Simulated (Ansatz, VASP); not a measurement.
## Two plane-wave programs on AlCo

```
Al Co
1.0
     2.82259    0.00000    0.00000
     0.00000    2.82259    0.00000
     0.00000    0.00000    2.82259
Al Co
1 1
Direct
  0.00000 0.00000 0.00000
  0.50000 0.50000 0.50000
```

Alike in both runs: task relaxation of cell and atoms; functional PBEsol; k mesh 14 × 14 × 14; occupations fermi-dirac, width 0.15 eV; no spin polarisation.

|  | VASP | Ansatz |
| --- | --- | --- |
| version | VASP 6.6.1 | Ansatz 0.2.0 |
| potentials or method | VASP PAW PBE potentials, release 64 (Al, Co), cutoff 600 eV | scalar-relativistic, plane waves, PAW |
| valence electrons in the cell | 12 | 20 |

```csv
,VASP,Ansatz,Ansatz less VASP
"gap on the k mesh at the Fermi level, each at its own relaxed structure (eV)",none,none,-
relaxed volume (Å³/atom),11.27,11.27,-0.003
relaxed cell length with the largest relative difference (Å),2.825,2.825,-0.0003
```

VASP's potentials were made for PBE, not for PBEsol. A gap of «none» marks a metal or a gap that the smearing closes. VASP's potentials hold 12 valence electrons a cell and Ansatz's 20, so a difference there can come from the potentials and not from the codes.
